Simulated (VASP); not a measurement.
A run of VASP 6.6.1 is set up as follows.

The input INCAR:

```
PREC = Accurate ; ENCUT = 520
EDIFF = 1E-6 ; ISMEAR = 0
SIGMA = 0.05 ; LREAL = F
LASPH = T ; NELM = 80
ALGO = Normal ; ISIF = 2
LWAVE = F ; LCHARG = T
GGA = RP ; IVDW = 13
LELF = T ; LVHAR = T
NBANDS = 14
```

Contents of KPOINTS:

```
regular mesh
0
Gamma
  8 8 8
```

File POSCAR:

```
NaF
1.0
    0.0000000000      2.3233012604      2.3233012604
    2.3233012604      0.0000000000      2.3233012604
    2.3233012604      2.3233012604      0.0000000000
Na F
1 1
Direct
    0.0000000000      0.0000000000      0.0000000000
    0.5000000000      0.5000000000      0.5000000000
```

Potentials or basis: VASP PAW PBE potentials, release 64 (Na_pv, F).

Launch:

```sh
$ cat potpaw_PBE.64/Na_pv/POTCAR potpaw_PBE.64/F/POTCAR > POTCAR
$ mpirun -np 1 vasp_std > vasp.out
```

**Question.** What does it give for the band gap on the k mesh?

**Answer.** 6.58 eV, direct.

**Question.** Predict the pressure.

**Answer.** 3.6 GPa.

**Question.** What does it give for the dispersion energy per atom?

**Answer.** -0.104 eV.

Caveat: the PAW data sets were made with another functional, which shifts forces and pressure a little. As with any semilocal functional, this RPBE gap is likely too small.
